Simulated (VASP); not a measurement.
# Mg (Cmce) in VASP: relaxation of cell and atoms with PBE

Aim: the relaxation of cell and atoms of Mg with PBE.

Everything below comes from runs of VASP 6.6.1. Logs are shortened: lines on timing, memory, paths and dates and some standing lists are left out, and cuts for length are marked.

**1. The cell of the first run**

The structure is orthorhombic, space group Cmce (No. 64). The conventional cell has a = 3.547 Å, b = 11.253 Å, c = 4.694 Å, α = 90.00°, β = 90.00°, γ = 90.00°. Within 3.1 Å of Mg (site symmetry m) lie 3 Mg at 2.32 to 2.36 Å.

**2. Relaxation of cell and atoms, PBE**

INCAR

```
  PREC = Accurate
  ENCUT = 600
  EDIFF = 1E-6
  ISMEAR = 0
  SIGMA = 0.1
  LREAL = False
  LASPH = True
  NELM = 60
  ALGO = Normal
  ISIF = 3
  LWAVE = False
  LCHARG = False
  GGA = PE
  IBRION = 2
  NSW = 90
  EDIFFG = -0.04
```

KPOINTS

```
Automatic mesh
0
Gamma
  6 6 4
```

POSCAR

```
Mg
1.0
    1.7737339958     -5.6266486271      0.0000000000
    1.7737339958      5.6266486271      0.0000000000
    0.0000000000      0.0000000000      4.6942325689
Mg
4
Direct
    0.0980000000      0.9020000000      0.9100000000
    0.5980000000      0.4020000000      0.5900000000
    0.9020000000      0.0980000000      0.0900000000
    0.4020000000      0.5980000000      0.4100000000
```

Potentials or basis: VASP PAW PBE potentials, release 64 (Mg).

On the command line:

```bash
cat potpaw_PBE.64/Mg/POTCAR > POTCAR
mpirun -np 1 vasp_std > vasp.out
```

OUTCAR:

```text
PREC = Accurate
   ENCUT = 600
   EDIFF = 1E-6
   ISMEAR = 0
   LREAL = False
   LASPH = True
   NELM = 60
   ISIF = 3
   GGA = PE
   IBRION = 2
   NSW = 90
   EDIFFG = -0.04

 ion  position               nearest neighbor table
   1  0.098  0.902  0.910-   2 2.32   2 2.32   3 2.36   2 3.65   2 3.65
   2  0.598  0.402  0.590-   1 2.32   1 2.32   4 2.36   1 3.65   1 3.65
   3  0.902  0.098  0.090-   4 2.32   4 2.32   1 2.36   4 3.65   4 3.65
   4  0.402  0.598  0.410-   3 2.32   3 2.32   2 2.36   3 3.65   3 3.65

  LATTYP: Found a base centered orthorhombic cell.
 ALAT       =     3.5474679916
 B/A-ratio  =     3.1722054380
 C/A-ratio  =     1.3232628399

  Lattice vectors:

 A1 = (   1.7737339958,  -5.6266486271,   0.0000000000)
 A2 = (   1.7737339958,   5.6266486271,   0.0000000000)
 A3 = (   0.0000000000,   0.0000000000,   4.6942325689)

Analysis of symmetry for initial positions (statically):
=====================================================================
 Subroutine PRICEL returns:
 Original cell was already a primitive cell.

 Routine SETGRP: Setting up the symmetry group for a
 base centered orthorhombic supercell.

 Subroutine GETGRP returns: Found  8 space group operations
 (whereof  4 operations were pure point group operations)
 out of a pool of  8 trial point group operations.

The static configuration has the point symmetry C_2h.
 The point group associated with its full space group is D_2h.

Analysis of symmetry for dynamics (positions and initial velocities):
=====================================================================
 Subroutine PRICEL returns:
 Original cell was already a primitive cell.

 Routine SETGRP: Setting up the symmetry group for a
 base centered orthorhombic supercell.

 Subroutine GETGRP returns: Found  8 space group operations
 (whereof  4 operations were pure point group operations)
 out of a pool of  8 trial point group operations.

The dynamic configuration has the point symmetry C_2h.
 The point group associated with its full space group is D_2h.

 Subroutine INISYM returns: Found  8 space group operations
 (whereof  4 operations are pure point group operations),
 and found     1 'primitive' translations

----------------------------------------------------------------------------------------

                                     Primitive cell

  volume of cell :      93.6986

  direct lattice vectors                    reciprocal lattice vectors
     1.773733996 -5.626648627  0.000000000     0.281891197 -0.088862844  0.000000000
     1.773733996  5.626648627  0.000000000     0.281891197  0.088862844  0.000000000
     0.000000000  0.000000000  4.694232569     0.000000000  0.000000000  0.213027366

  length of vectors
     5.899602280  5.899602280  4.694232569     0.295565986  0.295565986  0.213027366

  position of ions in fractional coordinates (direct lattice)
     0.098000000  0.902000000  0.910000000
     0.598000000  0.402000000  0.590000000
     0.902000000  0.098000000  0.090000000
     0.402000000  0.598000000  0.410000000

  ion indices of the primitive-cell ions
   primitive index   ion index
                 1           1
                 2           2
                 3           3
                 4           4

----------------------------------------------------------------------------------------

 KPOINTS: Automatic mesh

Automatic generation of k-mesh.
 Grid dimensions read from file:
 generate k-points for:    6    6    4

 Generating k-lattice:

  Cartesian coordinates                     Fractional coordinates (reciprocal lattice)
     0.046981866 -0.014810474  0.000000000     0.166666667  0.000000000  0.000000000
     0.046981866  0.014810474  0.000000000     0.000000000  0.166666667  0.000000000
     0.000000000  0.000000000  0.053256842     0.000000000  0.000000000  0.250000000

  Length of vectors
     0.049260998  0.049260998  0.053256842

  Shift w.r.t. Gamma in fractional coordinates (k-lattice)
     0.000000000  0.000000000  0.000000000

 Subroutine IBZKPT returns following result:
 ===========================================

 Found     39 irreducible k-points:

 Following reciprocal coordinates:
            Coordinates               Weight
  0.000000  0.000000  0.000000      1.000000
  0.166667  0.000000  0.000000      4.000000
  0.333333  0.000000  0.000000      4.000000
  0.500000  0.000000  0.000000      2.000000
  0.166667  0.166667  0.000000      2.000000
  0.333333  0.166667  0.000000      4.000000
[... 16 lines left out ...]
  0.333333  0.333333  0.250000      4.000000
  0.500000  0.333333  0.250000      8.000000
 [... further k-points ...]
   k-points           NKPTS =     39   k-points in BZ     NKDIM =     39   number of bands    NBANDS=      8
   number of dos      NEDOS =    301   number of ions     NIONS =      4
   total plane-waves  NPLWV =  92160
   dimension x,y,z NGX =    48 NGY =   48 NGZ =   40
   dimension x,y,z NGXF=    96 NGYF=   96 NGZF=   80
   ions per type =               4
   NGX,Y,Z   is equivalent  to a cutoff of  13.53, 13.53, 14.17 a.u.
   NGXF,Y,Z  is equivalent  to a cutoff of  27.05, 27.05, 28.33 a.u.
 SYSTEM =  unknown system
   PREC   = accura    normal or accurate (medium, high low for compatibility)
   ISTART =      0    job   : 0-new  1-cont  2-samecut
   ICHARG =      2    charge: 1-file 2-atom 10-const
   ISPIN  =      1    spin polarized calculation?
   LNONCOLLINEAR =      F non collinear calculations
   LSORBIT =      F    spin-orbit coupling
   LASPH  =      T    aspherical Exc in radial PAW
   ENCUT  =  600.0 eV  44.10 Ry    6.64 a.u.  11.78 11.78  9.38*2*pi/ulx,y,z
   NELM   =     60;   NELMIN=  2; NELMDL= -5     # of ELM steps
   EDIFF  = 0.1E-05   stopping-criterion for ELM
   LREAL  =      F    real-space projection
   EDIFFG = -.4E-01   stopping-criterion for IOM
   NSW    =     90    number of steps for IOM
   IBRION =      2    ionic relax: 0-MD 1-quasi-New 2-CG
   NFREE  =      1    steps in history (QN), initial steepest desc. (CG)
   ISIF   =      3    stress and relaxation
   ISYM   =      2    0-nonsym 1-usesym 2-fastsym
   POTIM  = 0.5000    time-step for ionic-motion
   TEBEG  =    0.0;   TEEND  =   0.0 temperature during run
   PSTRESS=    0.0 pullay stress
   NELECT =       8.0000    total number of electrons
   NUPDOWN=      -1.0000    fix difference up-down
   EMIN   =  10.00;   EMAX   =-10.00  energy-range for DOS
   EFERMI =   0.00;   METHOD = LEGACY
   ISMEAR =     0;   SIGMA  =   0.10  broadening in eV -4-tet -1-fermi 0-gaus
   EFERMI_NEDOS =   21; number of points for ismear=-14 and -15
   IALGO  =     38    algorithm
   IMIX   =      4    mixing-type and parameters
     AMIX     =   0.40;   BMIX     =  1.00
     AMIX_MAG =   1.60;   BMIX_MAG =  1.00
  volume/ion in A,a.u.               =      23.42       158.08
  Fermi-wavevector in a.u.,A,eV,Ry     =   0.720876  1.362258  7.070432  0.519662
  Thomas-Fermi vector in A             =   1.810440
   LORBIT       =      0    0 simple, 1 ext, 2 COOP (PROOUT), +10 PAW based schemes
   GGA     = PE    functional components
   LHFCALC =     F    Hartree Fock is set to
   AEXX    =    0.0000 exact exchange contribution
   IVDW    =     0    specifies the selected vdW correction
   LEPSILON=     F    determine dielectric tensor
   LRPA    =     F    only Hartree local field effects (RPA)
 conjugate gradient relaxation of ions
 non-spin polarized calculation
 Gauss-broadening in eV      SIGMA  =   0.10
  energy-cutoff  :      600.00
  volume of cell :       93.70
 maximum number of plane-waves:      3145
   NGX = 23   NGY = 23   NGZ = 19

--------------------------------------- Ionic step        1  -------------------------------------------

 number of electron       8.0000000 magnetization

 Free energy of the ion-electron system (eV)
  ---------------------------------------------------
  ext. energy  EPLUGINS =         0.00000000
  ---------------------------------------------------
  free energy    TOTEN  =        -0.24344697 eV

  energy without entropy =       -0.22700394  energy(sigma->0) =       -0.23522545

------------------------ aborting loop because EDIFF is reached ----------------------------------------

  FORCE on cell =-STRESS in cart. coord.  units (eV):
  Direction    XX          YY          ZZ          XY          YZ          ZX
  --------------------------------------------------------------------------------------
  -------------------------------------------------------------------------------------
  Total       12.4724581      8.3529684      9.9115583      0.0000000      0.0000000      0.0000000
  in kB      213.2699922    142.8297053    169.4804615      0.0000000      0.0000000      0.0000000
  external PRESSURE =     175.1933863 kB  Pullay stress =       0.0000000 kB
[... 95 lines left out ...]
  FREE ENERGIE OF THE ION-ELECTRON SYSTEM (eV)
  ---------------------------------------------------
  free  energy   TOTEN  =        -3.7147420484 eV

  energy  without entropy=       -3.6946671648  energy(sigma->0) =       -3.70470461

[... ionic steps 4 to 25 ...]

--------------------------------------- Ionic step       26  -------------------------------------------

 number of electron       8.0000000 magnetization

------------------------ aborting loop because EDIFF is reached ----------------------------------------

  FORCE on cell =-STRESS in cart. coord.  units (eV):
  Direction    XX          YY          ZZ          XY          YZ          ZX
  --------------------------------------------------------------------------------------
  -------------------------------------------------------------------------------------
  Total       -0.0016620     -0.3805637      0.3823143      0.0000000      0.0000000      0.0000000
  in kB       -0.0273236     -6.2564789      6.2852590      0.0000000      0.0000000      0.0000000
  external PRESSURE =       0.0004855 kB  Pullay stress =       0.0000000 kB
[... 61 lines left out ...]
  energy  without entropy=       -5.4492350768  energy(sigma->0) =       -5.45206242

--------------------------------------- Ionic step       28  -------------------------------------------

 number of electron       8.0000000 magnetization

 Free energy of the ion-electron system (eV)
  ---------------------------------------------------
  ext. energy  EPLUGINS =         0.00000000
  ---------------------------------------------------
  free energy    TOTEN  =        -5.45561718 eV

  energy without entropy =       -5.45082996  energy(sigma->0) =       -5.45322357

 E-fermi :   2.3559     XC(G=0):  -8.2958

 val. band max:        2.2381639016   @ k =   0.3333   0.0000   0.0000
 cond. band min:       2.3599499027   @ k =   0.1667   0.1667   0.0000
 fundamental gap:      0.1217860011
 Fermi energy:         2.3559472942

 k-point     1 :       0.0000    0.0000    0.0000
  band No.  band energies     occupation
      1      -4.3804      2.00000
      2       0.0256      2.00000
      3       0.2291      2.00000
      4       0.5738      2.00000
      5       0.8279      2.00000
      6       4.3330      0.00000
      7       4.7186      0.00000
      8       5.4418      0.00000
[... 243 lines left out ...]
 k-point    24 :       0.5000    0.3333    0.2500
  band No.  band energies     occupation
      1      -2.9005      2.00000
      2      -2.0178      2.00000
      3      -0.3718      2.00000
      4       0.4936      2.00000
      5       4.4972      0.00000
      6       5.0923      0.00000
      7       5.2446      0.00000
      8       5.9320      0.00000

 [... further k-points ...]
[... 5 lines left out ...]
  --------------------------------------------------------------------------------------
  -------------------------------------------------------------------------------------
  Total       -0.0421698      0.0505137     -0.0799595      0.0000000      0.0000000      0.0000000
  in kB       -0.6934039      0.8306039     -1.3147857      0.0000000      0.0000000      0.0000000
  external PRESSURE =      -0.3925286 kB  Pullay stress =       0.0000000 kB
[... 19 lines left out ...]
  FREE ENERGIE OF THE ION-ELECTRON SYSTEM (eV)
  ---------------------------------------------------
  free  energy   TOTEN  =        -5.4556171849 eV

  energy  without entropy=       -5.4508299634  energy(sigma->0) =       -5.45322357

 reached required accuracy - stopping structural energy minimisation
```

Run time: 17 min. Hardware: 1 thread of AMD EPYC, shared host; peak memory 0.28 GiB.

What came out:

- Free energy: -5.4556 eV
- Relaxed volume: 24.36 Å³/atom
- Relaxed cell: a = 5.952 Å, b = 5.952 Å, c = 5.386 Å, α = 90.00°, β = 90.00°, γ = 149.29°
- Space group after relaxing (to 0.05 Å): Fmmm (No. 69)
- Energy gained by relaxing: 1303.0 meV/atom
- Ionic steps: 28
- Pressure after relaxing: 0.0 GPa
- Largest force after relaxing: 0.038 eV/Å
- Band gap on the k mesh: zero (band 4 reaches 2.96 eV, above the bottom of band 5 at 0.83 eV)

Forces on the atoms (eV/Å):
```
Mg   0.000 -0.038  0.004
Mg   0.000 -0.038 -0.004
Mg   0.000  0.038 -0.004
Mg   0.000  0.038  0.004
```

Step by step:
```
step  energy change (eV)  largest force (eV/Å)  pressure (GPa)  volume (Å³)
   1              0.0000                4.2365           17.52        93.70
   2             -3.4327                1.1166           -1.24       132.84
   3             -3.4713                0.9146           -2.01       138.30
   4             -3.7782                0.9191           -2.31       131.40
   5             -4.5762                0.8583           -1.63       111.87
   6             -3.5807                0.9935           16.51        77.98
   7             -4.7318                0.8701           -0.10       103.69
   8             -4.7755                0.6087            3.07        93.78
   9             -4.7973                0.7040            1.88        96.74
  10             -4.9898                0.2048            1.76        95.02
  11             -5.0277                0.3744            2.46        93.08
  12             -5.0378                0.2001            2.12        93.72
  13             -5.1340                0.1586            0.49        97.21
  14             -5.1512                0.1310           -0.30        99.34
  15             -5.1519                0.1233           -0.44        99.77
  16             -5.1520                0.1199           -0.50        99.96
  17             -5.1615                0.1050           -0.33        99.19
  18             -5.1707                0.0768            0.01        97.77
  19             -5.1713                0.0699            0.12        97.33
  20             -5.1800                0.0508            0.13        97.19
  21             -5.1943                0.0509            0.26        96.70
  22             -5.1949                0.0253            0.20        96.83
  23             -5.2002                0.0464            0.13        97.02
  24             -5.2079                0.0724           -0.01        97.52
  25             -5.2080                0.0654            0.01        97.40
  26             -5.2082                0.0682            0.00        97.46
  27             -5.2114                0.0517           -0.03        97.45
  28             -5.2122                0.0385           -0.04        97.44
```

Final structure:
```xyz
4
Lattice="1.5761 -5.7396 0.0000 1.5761 5.7396 0.0000 0.0000 0.0000 5.3856" Properties=species:S:1:pos:R:3 pbc="T T T"
Mg    1.5761    4.2256    5.3847
Mg    1.5761   -1.5140    2.6938
Mg    1.5761   -4.2256    0.0009
Mg    1.5761    1.5140    2.6919
```
